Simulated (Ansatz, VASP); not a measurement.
## Ti2O3 in VASP and in Ansatz

```
CELL_PARAMETERS angstrom
2.54721 1.47063 4.58861
-2.54721 1.47063 4.58861
0.00000 -2.94126 4.58861
ATOMIC_POSITIONS crystal
Ti 0.34411 0.34411 0.34411
Ti 0.15589 0.15589 0.15589
Ti 0.65589 0.65589 0.65589
Ti 0.84411 0.84411 0.84411
O 0.56452 0.93548 0.25000
O 0.25000 0.56452 0.93548
O 0.93548 0.25000 0.56452
O 0.43548 0.06452 0.75000
O 0.75000 0.43548 0.06452
O 0.06452 0.75000 0.43548
```

Alike in both runs: functional r2SCAN; k mesh 9 × 9 × 9; occupations gaussian, width 0.1 eV; no spin polarisation.

Ansatz relaxed the structure, and its values are those at the end. VASP's run is a single point on that final structure, the one shown.

|  | VASP | Ansatz |
| --- | --- | --- |
| version | VASP 6.6.1 | Ansatz 0.2.0 |
| potentials or method | VASP PAW PBE potentials, release 64 (Ti_sv, O), cutoff 660 eV | scalar-relativistic, plane waves, PAW |
| valence electrons in the cell | 84 | 84 |

Ansatz gave:

| Quantity | Value |
| --- | --- |
| gap on the k mesh at the Fermi level (eV) | none |
| pressure (GPa) | 0.0 |
| rms of the force components (eV/Å) | 0.000 |

Q: Which values does VASP return?

A: gap on the k mesh at the Fermi level (eV): none; pressure (GPa): 1.2; rms of the force components (eV/Å): 0.028.

VASP's potentials were made for PBE, not for r2SCAN. A gap of «none» marks a metal or a gap that the smearing closes.
